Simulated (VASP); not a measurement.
BiTe: single point with r2SCAN

Crystal: BiTe.

```
Bi Te
1.0
     2.43875    1.40801    3.33926
    -2.43875    1.40801    3.33926
     0.00000   -2.81603    3.33926
Bi Te
1 1
Direct
  0.50000 0.50000 0.50000
  0.00000 0.00000 0.00000
```

- Program: VASP 6.6.1
- Task: single point
- Functional: r2SCAN
- Potentials or basis: VASP PAW PBE potentials, release 64 (Bi_d, Te)
- Cutoff: 520 eV
- k mesh: 7 × 7 × 7
- Occupations: fermi-dirac, width 0.05 eV
- Spin: no spin polarisation
- Dipole correction: no
- Further INCAR settings: ALGO = Normal; EDIFF = 1e-06; NBANDS = 18

```
Pressure : -1.6 GPa
```

Stress tensor (GPa, compression positive):
```
-1.69  0.00  0.00
 0.00 -1.69  0.00
 0.00  0.00 -1.28
```

Levels at points of the mesh, in eV from the Fermi level:
| k point | band 6 | band 7 | band 8 | band 9 | band 10 | band 11 | band 12 | band 13 | band 14 | band 15 |
| --- | --- | --- | --- | --- | --- | --- | --- | --- | --- | --- |
| (0.00, 0.00, 0.00) | -13.98 | -8.56 | -3.12 | -3.12 | -1.81 | 1.84 | 2.58 | 2.58 | 4.44 | 4.44 |

It took 2.7 min on 1 thread of Intel Xeon 8259CL (shared host), peak memory 0.22 GiB.

Caveat: the PAW data sets were made with another functional, which shifts forces and pressure a little; spin-orbit coupling is left out, which moves the levels of the heavy elements.
